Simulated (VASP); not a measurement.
A run of VASP 6.6.1 is set up as follows.

File POSCAR:

```
AgI
1.0
    4.4410609423      0.0000000000      0.0000000000
   -2.2205304711      3.8460715958      0.0000000000
    0.0000000000      0.0000000000     14.8805643239
Ag I
4 4
Direct
    0.0000000000      0.0000000000      0.3237121402
    0.6666666667      0.3333333333      0.4263931477
    0.3333333333      0.6666666667      0.9263931477
    0.0000000000      0.0000000000      0.8237121402
    0.0000000000      0.0000000000      0.0160088608
    0.6666666667      0.3333333333      0.2338858515
    0.3333333333      0.6666666667      0.7338858515
    0.0000000000      0.0000000000      0.5160088608
```

File INCAR.step1:

```
SYSTEM = AgI
PREC = Accurate
ENCUT = 550
ISMEAR = -1
SIGMA = 0.02
LREAL = .False.
LASPH = .True.
NELM = 120
NBANDS = 46
GGA = PE
ALGO = Normal
EDIFF = 1E-5
LWAVE = .True.
LCHARG = .False.
GGA_COMPAT = .False.
```

Contents of INCAR.step2:

```
SYSTEM = AgI
PREC = Accurate
ENCUT = 550
EDIFF = 1E-6
ISMEAR = -1
SIGMA = 0.02
LREAL = .False.
LASPH = .True.
NELM = 120
ALGO = Normal
ISIF = 2
LWAVE = .False.
LCHARG = .False.
METAGGA = R2SCAN
LMIXTAU = .True.
LUSE_VDW = .True.
IVDW_NL = 2
BPARAM = 11.95
CPARAM = 0.0093
NBANDS = 46
ISTART = 1
GGA_COMPAT = .False.
```

KPOINTS

```
regular mesh
0
Gamma
  6 6 2
  0 0 0
```

Potentials or basis: VASP PAW PBE potentials, release 64 (Ag, I).

Run with:

```bash
$ cat potpaw_PBE.64/Ag/POTCAR potpaw_PBE.64/I/POTCAR > POTCAR
$ cp INCAR.step1 INCAR
$ mpirun -np 1 vasp_std > vasp.out
$ cp INCAR.step2 INCAR
$ mpirun -np 1 vasp_std > vasp.out
```

Task: Predict the pressure.

Result: 0.1 GPa.

Task: Predict the band gap on the k mesh.

Result: 1.85 eV.

Forces in eV/Å, atoms in the order of the input:
```
Ag   0.000  0.000 -0.002
Ag   0.000  0.000  0.002
Ag   0.000  0.000  0.002
Ag   0.000  0.000 -0.002
I    0.000  0.000  0.013
I    0.000  0.000 -0.013
I    0.000  0.000 -0.013
I    0.000  0.000  0.013
```

Caveat: the PAW data sets were made with another functional, which shifts forces and pressure a little; spin-orbit coupling is left out, which moves the levels of the heavy elements.
